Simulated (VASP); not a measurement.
## In3GaP2: single point with PBE

In3GaP2:

```
In Ga P
1.0
     4.76276    0.00000    0.00000
     0.00000    4.76276    0.00000
     0.00000    0.00000    6.78253
In Ga P
3 1 2
Direct
  0.50000 0.50000 0.00000
  0.00000 0.00000 0.00000
  0.50000 0.50000 0.50000
  0.00000 0.00000 0.50000
  0.00000 0.50000 0.26791
  0.50000 0.00000 0.73209
```

```yaml
Program: VASP 6.6.1
Task: single point
Functional: PBE
Potentials_or_basis: VASP PAW PBE potentials, release 64 (In_d, Ga_d, P)
Cutoff: 520 eV
k_mesh: 4 × 4 × 4
Occupations: gaussian, width 0.1 eV
Spin: no spin polarisation
```

```json
{"Pressure": "-0.5 GPa", "Largest force": "0.330 eV/Å", "Band gap on the k mesh": "zero (band 31 reaches 6.71 eV, above the bottom of band 32 at 4.86 eV)"}
```

Forces in eV/Å, atoms in the order of the input:
```
In   0.000  0.000  0.000
In   0.000  0.000  0.000
In   0.000  0.000  0.000
Ga   0.000  0.000  0.000
P    0.000  0.000  0.330
P    0.000  0.000 -0.330
```

Stress tensor (GPa, compression positive):
```
-1.45  0.00  0.00
 0.00 -1.45  0.00
 0.00  0.00  1.42
```

Levels at points of the mesh, in eV from the Fermi level:
```tsv
k point	band 29	band 30	band 31	band 32	band 33	band 34
(0.00, 0.00, 0.00)	-1.86	-1.86	-0.84	-0.81	0.24	0.24
(0.50, 0.00, 0.00)	-1.53	-1.36	-0.29	-0.01	1.78	1.84
(0.50, 0.50, 0.00)	-3.73	-3.57	-0.98	-0.98	2.48	2.81
(0.00, 0.00, 0.50)	-2.93	-2.55	-0.63	-0.29	1.49	1.71
(0.50, 0.00, 0.50)	-2.60	-2.60	0.88	0.95	1.07	1.11
(0.50, 0.50, 0.50)	-0.23	-0.23	-0.11	0.45	0.91	0.91
```

It took 80 s on 1 thread of Intel(R) Xeon(R) Platinum 8375C CPU @ 2.90GHz (Ice Lake), on a shared host, peak memory 0.29 GiB.

Caveat: spin-orbit coupling is left out, which moves the levels of the heavy elements.
